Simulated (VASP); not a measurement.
A run of VASP 6.6.1 is set up as follows.

The input INCAR:

```
SYSTEM = ZnO
ALGO = Normal
EDIFF = 1E-6
ENCUT = 520
GGA = PE
ISIF = 2
ISMEAR = 0
LASPH = .TRUE.
LCHARG = .FALSE.
LREAL = .FALSE.
LWAVE = .FALSE.
NBANDS = 26
NELM = 80
PREC = Accurate
SIGMA = 0.02
```

File KPOINTS:

```
k-points
0
G
  21 21 12
  0 0 0
```

File POSCAR:

```
ZnO
1.0
    3.2794760721      0.0000000000      0.0000000000
   -1.6397380361      2.8401095896      0.0000000000
    0.0000000000      0.0000000000      5.2937637612
Zn O
2 2
Direct
    0.3333333333      0.6666666667      0.4999692785
    0.6666666667      0.3333333333     -0.0000307215
    0.6666666667      0.3333333333      0.3790407215
    0.3333333333      0.6666666667      0.8790407215
```

Potentials or basis: VASP PAW PBE potentials, release 64 (Zn, O).

Run with:

```console
$ cat potpaw_PBE.64/Zn/POTCAR potpaw_PBE.64/O/POTCAR > POTCAR
$ mpirun -np 1 vasp_std > vasp.out
```

Estimate the pressure.

0.9 GPa.

Predict the band gap on the k mesh.

0.73 eV.

Caveat: semilocal functionals underestimate gaps, and a narrow one can read as zero.

**Measured values to compare with.**

“Electronic structure of alkaline earth and post-transition metal oxides”, 2009, arxiv:0908.1581 quotes, for a bulk crystal of ZnO: band gap 3.37 eV.

A measured gap of ZnO is 3.37 eV (quoted in “Electronic structure of alkaline earth and post-transition metal oxides”, 2009, arxiv:0908.1581); the calculated 0.73 eV misses it by -2.64 eV. So large a miss can be the level of theory's own, or it may mean another phase, state or a wrong row. The value is that of PBE on a finite k mesh, which can miss the band edges, without temperature or zero-point motion. Semilocal functionals fall short of measured gaps as a rule.
